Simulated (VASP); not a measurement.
Wanted: the native input for a VASP 6.6.1 run.

* Task: single point
* Functional: PBEsol
* Potentials or basis: VASP PAW PBE potentials, release 64 (Ca_sv, Si, H)
* Cutoff: 520 eV
* k mesh: 6 × 6 × 6
* Occupations: fermi-dirac, width 0.05 eV
* Spin: no spin polarisation
* Dipole correction: no
* Further INCAR settings: ALGO = Normal; EDIFF = 1e-07; NBANDS = 20

The structure of CaSiH6 lies in POSCAR:

```
CaSiH6
1.0
    1.6255252058      0.6954619843      3.9154903289
   -3.0363174519      0.9368805481      4.6014459521
   -0.4969137610     -2.6306655608      4.5711053918
Ca Si H
1 1 6
Direct
    0.5068788663      0.4863814334      0.5044108146
    0.0068794358     -0.0136175820      0.0044109002
    0.5200879711      1.0769048579      0.1130034561
    1.1405411200      0.2374302866      0.5526885114
    0.9046303435      0.2835584133      0.0572455156
   -0.1267819155      0.7353379555      0.4561319531
    0.4936703097     -0.1041370725      0.8958176203
    0.1091299471      0.6892101415      0.9515748001
```

One way to write it, as run:

INCAR

```
SYSTEM = CaSiH6
  PREC = Accurate
  ENCUT = 520
  EDIFF = 1E-7
  ISMEAR = -1
  SIGMA = 0.05
  LREAL = .FALSE.
  LASPH = .TRUE.
  NELM = 100
  ALGO = Normal
  ISIF = 2
  LWAVE = .FALSE.
  LCHARG = .TRUE.
  GGA = PS
  LELF = .TRUE.
  LVHAR = .TRUE.
  NBANDS = 20
```

KPOINTS

```
regular mesh
0
G
  6 6 6
  0 0 0
```

Potentials or basis: VASP PAW PBE potentials, release 64 (Ca_sv, Si, H).

The run is started by

```sh
$ cat potpaw_PBE.64/Ca_sv/POTCAR potpaw_PBE.64/Si/POTCAR potpaw_PBE.64/H/POTCAR > POTCAR
$ mpirun -np 1 vasp_std > vasp.out
```

It gave:

```yaml
Pressure: 0.0 GPa
Largest_force: 0.007 eV/Å
Band_gap_on_the_k_mesh: 1.28 eV (least direct gap 2.57 eV)
```

Caveat: the PAW data sets were made with another functional, which shifts forces and pressure a little.

Wall time 3.6 min on 1 thread of Oxide Virtual Turin-like Processor (shared host), peak memory 0.28 GiB.
